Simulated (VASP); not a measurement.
# CdSe (Cadmoselite) (P6_3mc) in VASP: notebook

The runs below take CdSe (Cadmoselite) through single point, with r2SCAN.

Program: VASP 6.6.1. These are calculated values, not measurements. Logs are shortened: lines on timing, memory, paths and dates and some standing lists are left out, and cuts for length are marked.

## (1) The cell of the first run

The structure is hexagonal, space group P6_3mc (No. 186). The conventional cell has a = 4.051 Å, b = 4.051 Å, c = 6.720 Å, α = 90.00°, β = 90.00°, γ = 120.00°. Within 3.3 Å of Cd (site symmetry 3m) lie 4 Se at 2.49 to 2.50 Å. Within 3.3 Å of Se (site symmetry 3m) lie 4 Cd at 2.49 to 2.50 Å.

## (2) Single point, r2SCAN

POSCAR reads:

```
CdSe
1.0
    4.0508871277      0.0000000000      0.0000000000
   -2.0254435638      3.5081711604      0.0000000000
    0.0000000000      0.0000000000      6.7197405627
Cd Se
2 2
Direct
    0.3333333333      0.6666666667      0.0072157062
    0.6666666667      0.3333333333      0.5072157062
    0.3333333333      0.6666666667      0.3777842938
    0.6666666667      0.3333333333      0.8777842938
```

INCAR.step1 reads:

```
PREC = Accurate ; ENCUT = 520
ISMEAR = 0 ; SIGMA = 0.01
LREAL = False ; LASPH = True
NELM = 60 ; NBANDS = 26
GGA = PE ; ALGO = Normal
EDIFF = 1E-4 ; LWAVE = True
LCHARG = False
```

INCAR.step2 reads:

```
PREC = Accurate ; ENCUT = 520
EDIFF = 1E-6 ; ISMEAR = 0
SIGMA = 0.01 ; LREAL = False
LASPH = True ; NELM = 60
ALGO = Normal ; ISIF = 2
LWAVE = False ; LCHARG = True
METAGGA = R2SCAN ; LMIXTAU = True
LELF = True ; LVHAR = True
NBANDS = 26 ; ISTART = 1
```

KPOINTS reads:

```
Automatic mesh
0
Gamma
  6 6 4
```

Potentials or basis: VASP PAW PBE potentials, release 64 (Cd, Se).

The run is started by

```console
$ cat potpaw_PBE.64/Cd/POTCAR potpaw_PBE.64/Se/POTCAR > POTCAR
$ cp INCAR.step1 INCAR
$ mpirun -np 1 vasp_std > vasp.out
$ cp INCAR.step2 INCAR
$ mpirun -np 1 vasp_std > vasp.out
```

OUTCAR:

```text
PREC = Accurate
   ENCUT = 520
   EDIFF = 1E-6
   ISMEAR = 0
   LREAL = False
   LASPH = True
   NELM = 60
   ISIF = 2
   METAGGA = R2SCAN
   ISTART = 1

 ion  position               nearest neighbor table
   1  0.333  0.667  0.007-   3 2.49   4 2.50   4 2.50   4 2.50
   2  0.667  0.333  0.507-   4 2.49   3 2.50   3 2.50   3 2.50
   3  0.333  0.667  0.378-   1 2.49   2 2.50   2 2.50   2 2.50
   4  0.667  0.333  0.878-   2 2.49   1 2.50   1 2.50   1 2.50

  LATTYP: Found a hexagonal cell.
 ALAT       =     4.0508871277
 C/A-ratio  =     1.6588318437

  Lattice vectors:

 A1 = (   4.0508871277,   0.0000000000,   0.0000000000)
 A2 = (  -2.0254435638,   3.5081711604,   0.0000000000)
 A3 = (   0.0000000000,   0.0000000000,   6.7197405627)

Analysis of symmetry for initial positions (statically):
=====================================================================
 Subroutine PRICEL returns:
 Original cell was already a primitive cell.

 Routine SETGRP: Setting up the symmetry group for a
 hexagonal supercell.

 Subroutine GETGRP returns: Found 12 space group operations
 (whereof  6 operations were pure point group operations)
 out of a pool of 24 trial point group operations.

The static configuration has the point symmetry C_3v.
 The point group associated with its full space group is C_6v.

Analysis of symmetry for dynamics (positions and initial velocities):
=====================================================================
 Subroutine PRICEL returns:
 Original cell was already a primitive cell.

 Routine SETGRP: Setting up the symmetry group for a
 hexagonal supercell.

 Subroutine GETGRP returns: Found 12 space group operations
 (whereof  6 operations were pure point group operations)
 out of a pool of 24 trial point group operations.

The dynamic configuration has the point symmetry C_3v.
 The point group associated with its full space group is C_6v.

 Subroutine INISYM returns: Found 12 space group operations
 (whereof  6 operations are pure point group operations),
 and found     1 'primitive' translations

----------------------------------------------------------------------------------------

                                     Primitive cell

  volume of cell :      95.4956

  direct lattice vectors                    reciprocal lattice vectors
     4.050887128  0.000000000  0.000000000     0.246859507  0.142524403  0.000000000
    -2.025443564  3.508171160  0.000000000     0.000000000  0.285048806  0.000000000
     0.000000000  0.000000000  6.719740563     0.000000000  0.000000000  0.148815269

  length of vectors
     4.050887128  4.050887128  6.719740563     0.285048806  0.285048806  0.148815269

  position of ions in fractional coordinates (direct lattice)
     0.333333333  0.666666667  0.007215706
     0.666666667  0.333333333  0.507215706
     0.333333333  0.666666667  0.377784294
     0.666666667  0.333333333  0.877784294

  ion indices of the primitive-cell ions
   primitive index   ion index
                 1           1
                 2           2
                 3           3
                 4           4

----------------------------------------------------------------------------------------

 KPOINTS: Automatic mesh

Automatic generation of k-mesh.
 Grid dimensions read from file:
 generate k-points for:    6    6    4

 Generating k-lattice:

  Cartesian coordinates                     Fractional coordinates (reciprocal lattice)
     0.041143251  0.023754067  0.000000000     0.166666667  0.000000000  0.000000000
     0.000000000  0.047508134  0.000000000     0.000000000  0.166666667  0.000000000
     0.000000000  0.000000000  0.037203817     0.000000000  0.000000000  0.250000000

  Length of vectors
     0.047508134  0.047508134  0.037203817

  Shift w.r.t. Gamma in fractional coordinates (k-lattice)
     0.000000000  0.000000000  0.000000000

 Subroutine IBZKPT returns following result:
 ===========================================

 Found     21 irreducible k-points:

 Following reciprocal coordinates:
            Coordinates               Weight
  0.000000  0.000000  0.000000      1.000000
  0.166667 -0.000000  0.000000      6.000000
  0.333333  0.000000  0.000000      6.000000
  0.500000  0.000000  0.000000      3.000000
  0.166667  0.166667  0.000000      6.000000
  0.333333  0.166667  0.000000     12.000000
[... 13 lines left out ...]
  0.333333  0.166667  0.500000     12.000000
  0.333333  0.333333  0.500000      2.000000
   k-points           NKPTS =     21   k-points in BZ     NKDIM =     21   number of bands    NBANDS=     26
   number of dos      NEDOS =    301   number of ions     NIONS =      4
   total plane-waves  NPLWV =  45000
   dimension x,y,z NGX =    30 NGY =   30 NGZ =   50
   dimension x,y,z NGXF=    60 NGYF=   60 NGZF=  100
   ions per type =               2   2
   NGX,Y,Z   is equivalent  to a cutoff of  12.31, 12.31, 12.37 a.u.
   NGXF,Y,Z  is equivalent  to a cutoff of  24.62, 24.62, 24.74 a.u.
 SYSTEM =  unknown system
   PREC   = accura    normal or accurate (medium, high low for compatibility)
   ISTART =      1    job   : 0-new  1-cont  2-samecut
   ICHARG =      0    charge: 1-file 2-atom 10-const
   ISPIN  =      1    spin polarized calculation?
   LNONCOLLINEAR =      F non collinear calculations
   LSORBIT =      F    spin-orbit coupling
   LASPH  =      T    aspherical Exc in radial PAW
   ENCUT  =  520.0 eV  38.22 Ry    6.18 a.u.   7.53  7.53 12.49*2*pi/ulx,y,z
   NELM   =     60;   NELMIN=  2; NELMDL=  0     # of ELM steps
   EDIFF  = 0.1E-05   stopping-criterion for ELM
   LREAL  =      F    real-space projection
   EDIFFG = 0.1E-04   stopping-criterion for IOM
   NSW    =      0    number of steps for IOM
   IBRION =     -1    ionic relax: 0-MD 1-quasi-New 2-CG
   NFREE  =      0    steps in history (QN), initial steepest desc. (CG)
   ISIF   =      2    stress and relaxation
   ISYM   =      2    0-nonsym 1-usesym 2-fastsym
   POTIM  = 0.5000    time-step for ionic-motion
   TEBEG  =    0.0;   TEEND  =   0.0 temperature during run
   PSTRESS=    0.0 pullay stress
   NELECT =      36.0000    total number of electrons
   NUPDOWN=      -1.0000    fix difference up-down
   EMIN   =  10.00;   EMAX   =-10.00  energy-range for DOS
   EFERMI =   0.00;   METHOD = LEGACY
   ISMEAR =     0;   SIGMA  =   0.01  broadening in eV -4-tet -1-fermi 0-gaus
   EFERMI_NEDOS =   21; number of points for ismear=-14 and -15
   IALGO  =     38    algorithm
   IMIX   =      4    mixing-type and parameters
     AMIX     =   0.40;   BMIX     =  1.00
     AMIX_MAG =   1.60;   BMIX_MAG =  1.00
  volume/ion in A,a.u.               =      23.87       161.11
  Fermi-wavevector in a.u.,A,eV,Ry     =   1.182627  2.234841 19.029204  1.398607
  Thomas-Fermi vector in A             =   2.318878
   LORBIT       =      0    0 simple, 1 ext, 2 COOP (PROOUT), +10 PAW based schemes
   METAGGA = R2SCAN    functional components
   LHFCALC =     F    Hartree Fock is set to
   AEXX    =    0.0000 exact exchange contribution
   IVDW    =     0    specifies the selected vdW correction
   LEPSILON=     F    determine dielectric tensor
   LRPA    =     F    only Hartree local field effects (RPA)
 non-spin polarized calculation
 Gauss-broadening in eV      SIGMA  =   0.01
  energy-cutoff  :      520.00
  volume of cell :       95.50
 maximum number of plane-waves:      2592
   NGX = 15   NGY = 15   NGZ = 25

 number of electron      36.0000013 magnetization

 Free energy of the ion-electron system (eV)
  ---------------------------------------------------
  ext. energy  EPLUGINS =         0.00000000
  ---------------------------------------------------
  free energy    TOTEN  =       -70.99533219 eV

  energy without entropy =      -70.99533219  energy(sigma->0) =      -70.99533219

 E-fermi :   2.2368     XC(G=0): -10.2408

 val. band max:        2.1537150558   @ k =   0.0000   0.0000   0.0000
 cond. band min:       3.6439186533   @ k =   0.0000   0.0000   0.0000
 fundamental gap:      1.4902035975
 Fermi energy:         2.2368299092

 k-point     1 :       0.0000    0.0000    0.0000
  band No.  band energies     occupation
      1     -12.0256      2.00000
      2     -11.4817      2.00000
      3      -6.7846      2.00000
      4      -6.7417      2.00000
      5      -6.7417      2.00000
      6      -6.6237      2.00000
[... 18 lines left out ...]
     25       9.8839      0.00000
     26      10.7794      0.00000

 k-point     2 :       0.1667   -0.0000    0.0000
  band No.  band energies     occupation
      1     -11.9036      2.00000
      2     -11.4260      2.00000
      3      -6.7375      2.00000
      4      -6.6982      2.00000
      5      -6.6708      2.00000
      6      -6.5672      2.00000
[... 18 lines left out ...]
     25      10.0622      0.00000
     26      10.6732      0.00000

 k-point     3 :       0.3333    0.0000    0.0000
  band No.  band energies     occupation
      1     -11.6372      2.00000
      2     -11.3307      2.00000
      3      -6.6623      2.00000
      4      -6.6314      2.00000
      5      -6.4999      2.00000
      6      -6.4254      2.00000
[... 18 lines left out ...]
     25      10.5844      0.00000
     26      11.7398      0.00000

 k-point     4 :       0.5000    0.0000    0.0000
  band No.  band energies     occupation
      1     -11.4783      2.00000
      2     -11.3060      2.00000
      3      -6.6402      2.00000
      4      -6.6106      2.00000
      5      -6.3767      2.00000
      6      -6.3631      2.00000
[... 18 lines left out ...]
     25      10.9337      0.00000
     26      12.9706      0.00000

 k-point     5 :       0.1667    0.1667    0.0000
  band No.  band energies     occupation
      1     -11.7081      2.00000
      2     -11.3516      2.00000
      3      -6.6635      2.00000
      4      -6.6619      2.00000
      5      -6.5128      2.00000
      6      -6.4927      2.00000
[... 18 lines left out ...]
     25      10.6712      0.00000
     26      10.9769      0.00000

 k-point     6 :       0.3333    0.1667    0.0000
  band No.  band energies     occupation
      1     -11.4806      2.00000
      2     -11.3068      2.00000
      3      -6.6576      2.00000
      4      -6.5798      2.00000
      5      -6.4050      2.00000
      6      -6.3746      2.00000
[... 340 lines left out ...]
 k-point    18 :       0.5000    0.0000    0.5000
  band No.  band energies     occupation
      1     -11.3811      2.00000
      2     -11.3811      2.00000
      3      -6.5949      2.00000
      4      -6.5949      2.00000
      5      -6.4854      2.00000
      6      -6.4854      2.00000
[... 18 lines left out ...]
     25      10.8369      0.00000
     26      10.8369      0.00000

 k-point    19 :       0.1667    0.1667    0.5000
  band No.  band energies     occupation
      1     -11.5221      2.00000
      2     -11.5221      2.00000
      3      -6.5956      2.00000
      4      -6.5956      2.00000
      5      -6.5537      2.00000
      6      -6.5537      2.00000
[... 18 lines left out ...]
     25      10.3436      0.00000
     26      10.3436      0.00000

 k-point    20 :       0.3333    0.1667    0.5000
  band No.  band energies     occupation
      1     -11.3826      2.00000
      2     -11.3826      2.00000
      3      -6.5639      2.00000
      4      -6.5639      2.00000
      5      -6.4970      2.00000
      6      -6.4970      2.00000
[... 18 lines left out ...]
     25      11.1129      0.00000
     26      11.1129      0.00000

 k-point    21 :       0.3333    0.3333    0.5000
  band No.  band energies     occupation
      1     -11.3375      2.00000
      2     -11.3375      2.00000
      3      -6.5196      2.00000
      4      -6.5196      2.00000
      5      -6.5066      2.00000
      6      -6.5066      2.00000
[... 18 lines left out ...]
     25      11.6404      0.00000
     26      11.6404      0.00000

------------------------ aborting loop because EDIFF is reached ----------------------------------------

  FORCE on cell =-STRESS in cart. coord.  units (eV):
  Direction    XX          YY          ZZ          XY          YZ          ZX
  --------------------------------------------------------------------------------------
  -------------------------------------------------------------------------------------
  Total        9.2775971      9.2775971      9.2875931      0.0000000      0.0000000      0.0000000
  in kB      155.6548541    155.6548541    155.8225625      0.0000000      0.0000000      0.0000000
  external PRESSURE =     155.7107569 kB  Pullay stress =       0.0000000 kB

 VOLUME and BASIS-vectors are now :
 -----------------------------------------------------------------------------
  energy-cutoff  :      520.00
  volume of cell :       95.50
      direct lattice vectors                 reciprocal lattice vectors
     4.050887128  0.000000000  0.000000000     0.246859507  0.142524403  0.000000000
    -2.025443564  3.508171160  0.000000000     0.000000000  0.285048806  0.000000000
     0.000000000  0.000000000  6.719740563     0.000000000  0.000000000  0.148815269

 POSITION                                       TOTAL-FORCE (eV/Angst)
 -----------------------------------------------------------------------------------
     -0.00000      2.33878      0.04849         0.000000     -0.000000      0.004054
      2.02544      1.16939      3.40836        -0.000000      0.000000      0.004054
     -0.00000      2.33878      2.53861         0.000000      0.000000     -0.004054
      2.02544      1.16939      5.89848         0.000000     -0.000000     -0.004054
 -----------------------------------------------------------------------------------
    total drift:                               -0.000000      0.000000      0.001679

  FREE ENERGIE OF THE ION-ELECTRON SYSTEM (eV)
  ---------------------------------------------------
  free  energy   TOTEN  =       -70.9953321911 eV

  energy  without entropy=      -70.9953321911  energy(sigma->0) =      -70.99533219
```

It took 1.8 min on 1 thread of Intel Xeon 6975P-C (Granite Rapids), shared host; peak memory 0.22 GiB.

What came out:

- Free energy: -70.9953 eV
- Pressure: 15.6 GPa
- Largest force: 0.004 eV/Å
- Band gap on the k mesh: 1.49 eV, direct

Forces in eV/Å, atoms in the order of the input:
```
Cd   0.000  0.000  0.004
Cd   0.000  0.000  0.004
Se   0.000  0.000 -0.004
Se   0.000  0.000 -0.004
```

Caveat: the PAW data sets were made with another functional, which shifts forces and pressure a little. r2SCAN opens gaps a little over a GGA but as a rule still falls short of measured ones.

## (3) Single point, r2SCAN

This run uses another cell than the first one, of 25.07 Å³/atom, 1.050 times its volume.

POSCAR reads:

```
CdSe
1.0
    4.1322184917      0.0000000000      0.0000000000
   -2.0661092458      3.5786061878      0.0000000000
    0.0000000000      0.0000000000      6.7811999977
Cd Se
2 2
Direct
    0.3333333333      0.6666666667      0.0056010826
    0.6666666667      0.3333333333      0.5056010826
    0.3333333333      0.6666666667      0.3793989174
    0.6666666667      0.3333333333      0.8793989174
```

INCAR.step1 reads:

```
SYSTEM = CdSe
PREC     = Accurate       ! precision mode
ENCUT    = 520            ! plane-wave cutoff, eV
ISMEAR   = 0              ! smearing method
SIGMA    = 0.01           ! smearing width, eV
LREAL    = .FALSE.        ! projectors in reciprocal space
LASPH    = .TRUE.         ! aspherical terms in the spheres
NELM     = 60             ! most SCF steps
NBANDS   = 26             ! bands
GGA      = PE             ! functional
ALGO     = Normal         ! electronic algorithm
EDIFF    = 1E-4           ! SCF threshold, eV
LWAVE    = .TRUE.         ! write WAVECAR
LCHARG   = .FALSE.        ! write CHGCAR
```

INCAR.step2 reads:

```
SYSTEM = CdSe
PREC     = Accurate       ! precision mode
ENCUT    = 520            ! plane-wave cutoff, eV
EDIFF    = 1E-7           ! SCF threshold, eV
ISMEAR   = 0              ! smearing method
SIGMA    = 0.01           ! smearing width, eV
LREAL    = .FALSE.        ! projectors in reciprocal space
LASPH    = .TRUE.         ! aspherical terms in the spheres
NELM     = 60             ! most SCF steps
ALGO     = Normal         ! electronic algorithm
ISIF     = 2              ! what is computed and relaxed
LWAVE    = .FALSE.        ! write WAVECAR
LCHARG   = .TRUE.         ! write CHGCAR
METAGGA  = R2SCAN         ! meta-GGA
LMIXTAU  = .TRUE.       
LELF     = .TRUE.         ! ELF
LVHAR    = .TRUE.       
NBANDS   = 26             ! bands
ISTART   = 1
```

KPOINTS reads:

```
Automatic mesh
0
G
  6 6 4
  0 0 0
```

Potentials or basis: VASP PAW PBE potentials, release 64 (Cd, Se).

The run is started by

```console
$ cat potpaw_PBE.64/Cd/POTCAR potpaw_PBE.64/Se/POTCAR > POTCAR
$ cp INCAR.step1 INCAR
$ mpirun -np 1 vasp_std > vasp.out
$ cp INCAR.step2 INCAR
$ mpirun -np 1 vasp_std > vasp.out
```

Run time: 91 s. Hardware: 1 thread of Intel Xeon 6975P-C (Granite Rapids), shared host; peak memory 0.25 GiB.

The run converged. Its results:

```yaml
Free_energy: -71.3808 eV
Pressure: 10.5 GPa
Band_gap_on_the_k_mesh: 1.41 eV, direct
```

Levels at points of the mesh, in eV from the valence-band top:
| k point | band 16 | band 17 | band 18 | band 19 | band 20 | band 21 |
| --- | --- | --- | --- | --- | --- | --- |
| (0.00, 0.00, 0.00) | -0.10 | 0.00 | 0.00 | 1.41 | 2.84 | 6.37 |
| (0.50, 0.00, 0.00) | -2.33 | -1.71 | -0.95 | 3.67 | 3.89 | 4.98 |
| (0.00, 0.00, 0.50) | -0.50 | -0.50 | -0.50 | 3.08 | 3.08 | 6.48 |
| (0.50, 0.00, 0.50) | -1.72 | -1.69 | -1.69 | 3.33 | 3.33 | 5.28 |

Caveat: the PAW data sets were made with another functional, which shifts forces and pressure a little.

(Part 1 of 2 ends here.)
